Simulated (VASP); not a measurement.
Runs of VASP 6.6.1 on Sc. The structure is that of space group Fm-3m (No. 225), or close to it. The cells are those of the table. This isn't the form of Sc at room conditions, which is hcp.

| cell | k mesh | gap on the mesh (eV) | pressure (GPa) |
| --- | --- | --- | --- |
| a = 3.328 Å, angles 60.0°, 1 atom | 13 × 13 × 13 | none | -1.8 |
| a = 3.285 Å, angles 60.0°, 1 atom | 12 × 12 × 12 | none | 0.0 |
| a = 3.195 Å, angles 60.0°, 1 atom | 13 × 13 × 13 | none | 4.7 |
| a = 3.148 Å, angles 60.0°, 1 atom | 13 × 13 × 13 | none | (a) |
| a = 3.285 Å, angles 60.0°, 1 atom | 19 × 19 × 19 | none | 0.0 |

Alike in all rows: task single point; level BLYP; potentials or basis VASP PAW PBE potentials, release 64 (Sc_sv); no spin polarisation; cutoff (eV) 520; smearing fermi-dirac 0.1 eV.

Task: Fill in the values left out.

Result: (a) 7.7.

Caveats: the PAW data sets were made with another functional, which shifts forces and pressure a little; the cell stands under pressure (at least some runs).

A gap of «none» marks levels without a gap at the run's occupations.
